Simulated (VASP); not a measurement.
SrO: single point with LDA

SrO:

```
CELL_PARAMETERS angstrom
0.00000 2.53217 2.53217
2.53217 0.00000 2.53217
2.53217 2.53217 0.00000
ATOMIC_POSITIONS crystal
Sr 0.50000 0.50000 0.50000
O 0.00000 0.00000 0.00000
```

| Item | Value |
| --- | --- |
| Program | VASP 6.6.1 |
| Task | single point |
| Functional | LDA |
| Potentials or basis | VASP PAW LDA potentials, release 64 (Sr_sv, O) |
| Cutoff | 520 eV |
| k mesh | 8 × 8 × 8 |
| Occupations | fermi-dirac, width 0.02 eV |
| Spin | no spin polarisation |
| Dipole correction | no |
| Further INCAR settings | ALGO = Normal; EDIFF = 1e-07; NBANDS = 15 |

```yaml
Pressure: 0.8 GPa
Band_gap_on_the_k_mesh: 3.06 eV, indirect (least direct gap 3.11 eV)
```

Levels at points of the mesh, in eV from the valence-band top:
```tsv
k point	band 5	band 6	band 7	band 8	band 9	band 10	band 11	band 12
(0.00, 0.00, 0.00)	-13.61	0.00	0.00	0.00	4.13	6.20	6.20	6.20
(0.50, 0.00, 0.00)	-12.29	-2.34	-1.25	-1.25	6.64	8.63	9.07	9.07
(0.50, 0.50, 0.00)	-14.05	-0.34	-0.05	-0.05	3.06	8.11	10.49	10.58
```

It took 26 s on 1 thread of AMD EPYC 7R43 64-Core Processor (Zen 3) (shared host), peak memory 0.11 GiB.

A k mesh can miss the band edges. As with any semilocal functional, this LDA gap is likely too small.
